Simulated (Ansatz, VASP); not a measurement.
# BN in VASP and in Ansatz

```
B N
1.0
     0.00000    1.80750    1.80750
     1.80750    0.00000    1.80750
     1.80750    1.80750    0.00000
B N
1 1
Direct
  0.00000 0.00000 0.00000
  0.25000 0.25000 0.25000
```

Alike in both runs: task relaxation of cell and atoms; functional PBEsol; k mesh 12 × 12 × 12; occupations fermi-dirac, width 0.02 eV; no spin polarisation.

|  | VASP | Ansatz |
| --- | --- | --- |
| version | VASP 6.6.1 | Ansatz 0.2.0 |
| potentials or method | VASP PAW PBE potentials, release 64 (B, N), cutoff 600 eV | PAW plane waves |
| valence electrons in the cell | 8 | 8 |

```tsv
	VASP	Ansatz	Ansatz less VASP
gap on the k mesh at the Fermi level, each at its own relaxed structure (eV)	4.28	4.29	+0.009
relaxed volume (Å³/atom)	5.86	5.86	-0.008
relaxed cell length with the largest relative difference (Å)	2.550	2.549	-0.0011
```

VASP's potentials were made for PBE, not for PBEsol, and Ansatz warns of the same on its side.
